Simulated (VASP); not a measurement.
# Rb2Cr (P4_2/nmc) in VASP: single point with PBE

Aim: the single point of Rb2Cr with PBE.

Program: VASP 6.6.1. These are calculated values, not measurements. Logs are shortened: lines on timing, memory, paths and dates and some standing lists are left out, and cuts for length are marked.

### Step 1. The cell of the first run

Symmetry: P4_2/nmc, No. 137, tetragonal system. Conventional cell: a = 5.183 Å, b = 5.183 Å, c = 7.461 Å, α = 90.00°, β = 90.00°, γ = 90.00°. Rb (site symmetry 2mm) has 4 Cr at 3.00 to 3.41 Å and 6 Rb at 3.73 Å within 4.0 Å. Within 4.0 Å of Cr (site symmetry -4m2) lie 8 Rb at 3.00 to 3.41 Å.

### Step 2. Single point, PBE, collinear spin, ferromagnetic start

Input file INCAR:

```
SYSTEM = Rb2Cr
PREC = Accurate
ENCUT = 520
EDIFF = 1E-7
ISMEAR = 0
SIGMA = 0.1
LREAL = .FALSE.
LASPH = .TRUE.
NELM = 150
ALGO = Normal
ISIF = 2
LWAVE = .FALSE.
LCHARG = .TRUE.
ISPIN = 2
MAGMOM = 0 0 0 0 3 3
LORBIT = 11
LMAXMIX = 4
GGA = PE
LELF = .TRUE.
LVHAR = .TRUE.
NBANDS = 43
```

Input file KPOINTS:

```
regular mesh
0
G
  4 4 4
  0 0 0
```

Input file POSCAR:

```
Rb2Cr
1.0
    5.1826192345      0.0000000000      0.0000000000
    0.0000000000      5.1826192345      0.0000000000
    0.0000000000      0.0000000000      7.4609771077
Rb Cr
4 2
Direct
    0.0000000000      0.5000000000      0.2030000000
    0.0000000000      0.5000000000      0.7030000000
    0.5000000000      0.0000000000      0.2970000000
    0.5000000000      0.0000000000      0.7970000000
    0.0000000000      0.0000000000      0.0000000000
    0.5000000000      0.5000000000      0.5000000000
```

Potentials or basis: VASP PAW PBE potentials, release 64 (Rb_sv, Cr_pv).

The run is started by

```console
cat potpaw_PBE.64/Rb_sv/POTCAR potpaw_PBE.64/Cr_pv/POTCAR > POTCAR
mpirun -np 1 vasp_std > vasp.out
```

OUTCAR:

```text
SYSTEM = Rb2Cr
   PREC = Accurate
   ENCUT = 520
   EDIFF = 1E-7
   ISMEAR = 0
   LREAL = .FALSE.
   LASPH = .TRUE.
   NELM = 150
   ISIF = 2
   ISPIN = 2
   LORBIT = 11
   GGA = PE

 ion  position               nearest neighbor table
   1  0.000  0.500  0.203-   5 3.00   5 3.00   6 3.41   6 3.41   2 3.73   2 3.73   3 3.73   3 3.73
                             3 3.73   3 3.73   4 4.75   4 4.75   4 4.75   4 4.75   4 5.75   4 5.75
   2  0.000  0.500  0.703-   6 3.00   6 3.00   5 3.41   5 3.41   1 3.73   1 3.73   4 3.73   4 3.73
                             4 3.73   4 3.73   3 4.75   3 4.75   3 4.75   3 4.75   3 5.75   3 5.75
   3  0.500  0.000  0.297-   6 3.00   6 3.00   5 3.41   5 3.41   4 3.73   4 3.73   1 3.73   1 3.73
                             1 3.73   1 3.73   2 4.75   2 4.75   2 4.75   2 4.75   2 5.75   2 5.75
   4  0.500  0.000  0.797-   5 3.00   5 3.00   6 3.41   6 3.41   3 3.73   3 3.73   2 3.73   2 3.73
                             2 3.73   2 3.73   1 4.75   1 4.75   1 4.75   1 4.75   1 5.75   1 5.75
   5  0.000  0.000  0.000-   1 3.00   4 3.00   1 3.00   4 3.00   3 3.41   2 3.41   3 3.41   2 3.41

   6  0.500  0.500  0.500-   2 3.00   3 3.00   3 3.00   2 3.00   1 3.41   4 3.41   1 3.41   4 3.41

  LATTYP: Found a simple tetragonal cell.
 ALAT       =     5.1826192345
 C/A-ratio  =     1.4396151386

  Lattice vectors:

 A1 = (   5.1826192345,   0.0000000000,   0.0000000000)
 A2 = (   0.0000000000,   5.1826192345,   0.0000000000)
 A3 = (   0.0000000000,   0.0000000000,   7.4609771077)

Analysis of symmetry for initial positions (statically):
=====================================================================
 Subroutine PRICEL returns:
 Original cell was already a primitive cell.

 Routine SETGRP: Setting up the symmetry group for a
 simple tetragonal supercell.

 Subroutine GETGRP returns: Found 16 space group operations
 (whereof  8 operations were pure point group operations)
 out of a pool of 16 trial point group operations.

The static configuration has the point symmetry D_2d.
 The point group associated with its full space group is D_4h.

Analysis of symmetry for dynamics (positions and initial velocities):
=====================================================================
 Subroutine PRICEL returns:
 Original cell was already a primitive cell.

 Routine SETGRP: Setting up the symmetry group for a
 simple tetragonal supercell.

 Subroutine GETGRP returns: Found 16 space group operations
 (whereof  8 operations were pure point group operations)
 out of a pool of 16 trial point group operations.

The dynamic configuration has the point symmetry D_2d.
 The point group associated with its full space group is D_4h.

Analysis of structural, dynamic, and magnetic symmetry:
=====================================================================
 Subroutine PRICEL returns:
 Original cell was already a primitive cell.

 Routine SETGRP: Setting up the symmetry group for a
 simple tetragonal supercell.

 Subroutine GETGRP returns: Found 16 space group operations
 (whereof  8 operations were pure point group operations)
 out of a pool of 16 trial point group operations.

The overall configuration has the point symmetry D_2d.
 The point group associated with its full space group is D_4h.

 Subroutine INISYM returns: Found 16 space group operations
 (whereof  8 operations are pure point group operations),
 and found     1 'primitive' translations

----------------------------------------------------------------------------------------

                                     Primitive cell

  volume of cell :     200.3984

  direct lattice vectors                    reciprocal lattice vectors
     5.182619234  0.000000000  0.000000000     0.192952628  0.000000000  0.000000000
     0.000000000  5.182619234  0.000000000     0.000000000  0.192952628  0.000000000
     0.000000000  0.000000000  7.460977108     0.000000000  0.000000000  0.134030702

  length of vectors
     5.182619234  5.182619234  7.460977108     0.192952628  0.192952628  0.134030702

  position of ions in fractional coordinates (direct lattice)
     0.000000000  0.500000000  0.203000000
     0.000000000  0.500000000  0.703000000
     0.500000000  0.000000000  0.297000000
     0.500000000  0.000000000  0.797000000
     0.000000000  0.000000000  0.000000000
     0.500000000  0.500000000  0.500000000

  ion indices of the primitive-cell ions
   primitive index   ion index
                 1           1
                 2           2
                 3           3
                 4           4
                 5           5
                 6           6

----------------------------------------------------------------------------------------

 KPOINTS: regular mesh

Automatic generation of k-mesh.
 Grid dimensions read from file:
 generate k-points for:    4    4    4

 Generating k-lattice:

  Cartesian coordinates                     Fractional coordinates (reciprocal lattice)
     0.048238157  0.000000000  0.000000000     0.250000000  0.000000000  0.000000000
     0.000000000  0.048238157  0.000000000     0.000000000  0.250000000  0.000000000
     0.000000000  0.000000000  0.033507676     0.000000000  0.000000000  0.250000000

  Length of vectors
     0.048238157  0.048238157  0.033507676

  Shift w.r.t. Gamma in fractional coordinates (k-lattice)
     0.000000000  0.000000000  0.000000000

 Subroutine IBZKPT returns following result:
 ===========================================

 Found     18 irreducible k-points:

 Following reciprocal coordinates:
            Coordinates               Weight
  0.000000  0.000000  0.000000      1.000000
  0.250000  0.000000  0.000000      4.000000
  0.500000  0.000000  0.000000      2.000000
  0.250000  0.250000  0.000000      4.000000
  0.500000  0.250000  0.000000      4.000000
  0.500000  0.500000  0.000000      1.000000
[... 10 lines left out ...]
  0.500000  0.250000  0.500000      4.000000
  0.500000  0.500000  0.500000      1.000000
   k-points           NKPTS =     18   k-points in BZ     NKDIM =     18   number of bands    NBANDS=     43
   number of dos      NEDOS =    301   number of ions     NIONS =      6
   total plane-waves  NPLWV =  89600
   dimension x,y,z NGX =    40 NGY =   40 NGZ =   56
   dimension x,y,z NGXF=    80 NGYF=   80 NGZF=  112
   ions per type =               4   2
   NGX,Y,Z   is equivalent  to a cutoff of  12.83, 12.83, 12.48 a.u.
   NGXF,Y,Z  is equivalent  to a cutoff of  25.66, 25.66, 24.96 a.u.
 SYSTEM =  Rb2Cr
   PREC   = accura    normal or accurate (medium, high low for compatibility)
   ISTART =      0    job   : 0-new  1-cont  2-samecut
   ICHARG =      2    charge: 1-file 2-atom 10-const
   ISPIN  =      2    spin polarized calculation?
   LNONCOLLINEAR =      F non collinear calculations
   LSORBIT =      F    spin-orbit coupling
   LASPH  =      T    aspherical Exc in radial PAW
   ENCUT  =  520.0 eV  38.22 Ry    6.18 a.u.   9.64  9.64 13.87*2*pi/ulx,y,z
   NELM   =    150;   NELMIN=  2; NELMDL= -5     # of ELM steps
   EDIFF  = 0.1E-06   stopping-criterion for ELM
   LREAL  =      F    real-space projection
   EDIFFG = 0.1E-05   stopping-criterion for IOM
   NSW    =      0    number of steps for IOM
   IBRION =     -1    ionic relax: 0-MD 1-quasi-New 2-CG
   NFREE  =      0    steps in history (QN), initial steepest desc. (CG)
   ISIF   =      2    stress and relaxation
   ISYM   =      2    0-nonsym 1-usesym 2-fastsym
   POTIM  = 0.5000    time-step for ionic-motion
   TEBEG  =    0.0;   TEEND  =   0.0 temperature during run
   PSTRESS=    0.0 pullay stress
   NELECT =      60.0000    total number of electrons
   NUPDOWN=      -1.0000    fix difference up-down
   EMIN   =  10.00;   EMAX   =-10.00  energy-range for DOS
   EFERMI =   0.00;   METHOD = LEGACY
   ISMEAR =     0;   SIGMA  =   0.10  broadening in eV -4-tet -1-fermi 0-gaus
   EFERMI_NEDOS =   21; number of points for ismear=-14 and -15
   IALGO  =     38    algorithm
   IMIX   =      4    mixing-type and parameters
     AMIX     =   0.40;   BMIX     =  1.00
     AMIX_MAG =   1.60;   BMIX_MAG =  1.00
  volume/ion in A,a.u.               =      33.40       225.39
  Fermi-wavevector in a.u.,A,eV,Ry     =   1.095201  2.069630 16.319714  1.199465
  Thomas-Fermi vector in A             =   2.231520
   LORBIT       =     11    0 simple, 1 ext, 2 COOP (PROOUT), +10 PAW based schemes
   GGA     = PE    functional components
   LHFCALC =     F    Hartree Fock is set to
   AEXX    =    0.0000 exact exchange contribution
   IVDW    =     0    specifies the selected vdW correction
   LEPSILON=     F    determine dielectric tensor
   LRPA    =     F    only Hartree local field effects (RPA)
 spin polarized calculation
 Gauss-broadening in eV      SIGMA  =   0.10
  energy-cutoff  :      520.00
  volume of cell :      200.40
 maximum number of plane-waves:      5439
 NGX is ok and might be reduce to    40
   NGX = 19   NGY = 19   NGZ = 27

 number of electron      59.9999997 magnetization       9.9623677

 number of electron      59.9999997 magnetization      10.9500350

 Free energy of the ion-electron system (eV)
  ---------------------------------------------------
  ext. energy  EPLUGINS =         0.00000000
  ---------------------------------------------------
  free energy    TOTEN  =       -13.45528805 eV

  energy without entropy =      -13.42821244  energy(sigma->0) =      -13.44175025

 E-fermi :   2.9816     XC(G=0):  -8.3578

 val. band max:        2.9653183808   @ k =   0.5000   0.2500   0.2500
 cond. band min:       2.9821921612   @ k =   0.2500   0.2500   0.5000
 fundamental gap:      0.0168737804
 Fermi energy:         2.9816007325

 spin component 1

 k-point     1 :       0.0000    0.0000    0.0000
  band No.  band energies     occupation
      1     -41.3349      1.00000
      2     -41.3349      1.00000
      3     -41.3348      1.00000
      4     -41.3348      1.00000
      5     -41.3256      1.00000
      6     -41.3254      1.00000
[... 34 lines left out ...]
     41       5.4590      0.00000
     42       5.7529      0.00000
[... 723 lines left out ...]
      1     -41.3350      1.00000
      2     -41.3350      1.00000
      3     -41.3350      1.00000
      4     -41.3350      1.00000
      5     -41.3255      1.00000
      6     -41.3255      1.00000
[... 34 lines left out ...]
     41       5.3931      0.00000
     42       5.3931      0.00000
 Fermi energy:         2.9816007325

 spin component 2

 k-point     1 :       0.0000    0.0000    0.0000
  band No.  band energies     occupation
      1     -37.2800      1.00000
      2     -37.2800      1.00000
      3     -37.2799      1.00000
      4     -37.2799      1.00000
      5     -37.2735      1.00000
      6     -37.2731      1.00000
[... 34 lines left out ...]
     41       6.6680      0.00000
     42       6.6680      0.00000
[... 723 lines left out ...]
      1     -37.2802      1.00000
      2     -37.2802      1.00000
      3     -37.2802      1.00000
      4     -37.2802      1.00000
      5     -37.2732      1.00000
      6     -37.2732      1.00000
[... 34 lines left out ...]
     41       6.6785      0.00000
     42       6.6785      0.00000
 [bands above 42 left out]

------------------------ aborting loop because EDIFF is reached ----------------------------------------

  FORCE on cell =-STRESS in cart. coord.  units (eV):
  Direction    XX          YY          ZZ          XY          YZ          ZX
  --------------------------------------------------------------------------------------
  -------------------------------------------------------------------------------------
  Total       13.7526328     13.7526328     12.6086877      0.0000000     -0.0000000      0.0000000
  in kB      109.9517430    109.9517430    100.8059478      0.0000000     -0.0000000      0.0000000
  external PRESSURE =     106.9031446 kB  Pullay stress =       0.0000000 kB

 VOLUME and BASIS-vectors are now :
 -----------------------------------------------------------------------------
  energy-cutoff  :      520.00
  volume of cell :      200.40
      direct lattice vectors                 reciprocal lattice vectors
     5.182619234  0.000000000  0.000000000     0.192952628  0.000000000  0.000000000
     0.000000000  5.182619234  0.000000000     0.000000000  0.192952628  0.000000000
     0.000000000  0.000000000  7.460977108     0.000000000  0.000000000  0.134030702

 POSITION                                       TOTAL-FORCE (eV/Angst)
 -----------------------------------------------------------------------------------
      0.00000      2.59131      1.51458        -0.000000     -0.000000      0.418769
      0.00000      2.59131      5.24507        -0.000000     -0.000000      0.418769
      2.59131      0.00000      2.21591        -0.000000      0.000000     -0.418769
      2.59131      0.00000      5.94640         0.000000     -0.000000     -0.418769
      0.00000      0.00000      0.00000        -0.000000      0.000000      0.000000
      2.59131      2.59131      3.73049        -0.000000     -0.000000      0.000000
 -----------------------------------------------------------------------------------
    total drift:                               -0.000000      0.000000      0.000000

  FREE ENERGIE OF THE ION-ELECTRON SYSTEM (eV)
  ---------------------------------------------------
  free  energy   TOTEN  =       -13.4552880529 eV

  energy  without entropy=      -13.4282124431  energy(sigma->0) =      -13.44175025

 total charge

# of ion       s       p       d       tot
------------------------------------------
    1        1.987   5.286   0.082   7.354
    2        1.987   5.286   0.082   7.354
    3        1.987   5.286   0.082   7.354
    4        1.987   5.286   0.082   7.354
    5        0.440   6.044   4.178  10.661
    6        0.440   6.044   4.178  10.661
--------------------------------------------------
tot          8.828  33.229   8.683  50.740

 magnetization (x)

# of ion       s       p       d       tot
------------------------------------------
    1        0.008   0.027   0.034   0.068
    2        0.008   0.027   0.034   0.068
    3        0.008   0.027   0.034   0.068
    4        0.008   0.027   0.034   0.068
    5        0.105   0.045   4.088   4.238
    6        0.105   0.045   4.088   4.238
--------------------------------------------------
tot          0.240   0.196   8.311   8.748
```

It took 10 min on 1 thread of Intel Xeon Platinum 8259CL at 2.50GHz (Skylake/Cascade Lake), shared host; peak memory 0.49 GiB.

What came out:

| Item | Value |
| --- | --- |
| Free energy | -13.4553 eV |
| Pressure | 10.7 GPa |
| Largest force | 0.419 eV/Å |
| Net moment | 10.95 μB per cell |
| Site moments | Rb +0.07; Cr +4.24 μB |
| Valence electrons inside the program's atomic spheres | Rb 7.35; Cr 10.66 |

Forces in eV/Å, atoms in the order of the input:
```
Rb   0.000  0.000  0.419
Rb   0.000  0.000  0.419
Rb   0.000  0.000 -0.419
Rb   0.000  0.000 -0.419
Cr   0.000  0.000  0.000
Cr   0.000  0.000  0.000
```

Levels at points of the mesh, in eV from the Fermi level:
Spin up:
| k point | band 33 | band 34 | band 35 | band 36 | band 37 | band 38 | band 39 | band 40 |
| --- | --- | --- | --- | --- | --- | --- | --- | --- |
| (0.00, 0.00, 0.00) | -1.62 | -1.59 | -0.77 | 0.41 | 0.59 | 0.59 | 1.19 | 2.48 |
| (0.50, 0.00, 0.00) | -1.71 | -1.71 | -0.18 | -0.18 | 1.13 | 1.13 | 1.42 | 1.42 |
| (0.50, 0.50, 0.00) | -1.47 | -1.47 | -0.77 | -0.77 | 1.38 | 1.38 | 2.16 | 2.16 |
| (0.00, 0.00, 0.50) | -1.68 | -1.68 | -0.36 | -0.36 | 1.41 | 1.41 | 1.47 | 1.47 |
| (0.50, 0.00, 0.50) | -1.71 | -1.71 | -0.57 | -0.57 | 1.53 | 1.53 | 1.56 | 1.56 |
| (0.50, 0.50, 0.50) | -1.55 | -1.55 | 0.46 | 0.46 | 0.46 | 0.46 | 1.22 | 1.22 |
Spin down:
| k point | band 22 | band 23 | band 24 | band 25 | band 26 | band 27 |
| --- | --- | --- | --- | --- | --- | --- |
| (0.00, 0.00, 0.00) | -12.06 | -2.96 | -0.63 | -0.05 | 0.47 | 0.72 |
| (0.50, 0.00, 0.00) | -12.08 | -1.17 | -1.17 | 0.14 | 0.14 | 1.00 |
| (0.50, 0.50, 0.00) | -12.06 | -0.44 | -0.44 | -0.13 | -0.13 | 0.55 |
| (0.00, 0.00, 0.50) | -12.08 | -1.99 | -1.99 | 0.13 | 0.13 | 1.08 |
| (0.50, 0.00, 0.50) | -12.35 | -0.83 | -0.83 | -0.06 | -0.06 | 1.07 |
| (0.50, 0.50, 0.50) | -12.06 | -0.08 | -0.08 | 0.34 | 0.34 | 0.53 |

Caveat: the cell stands under pressure.
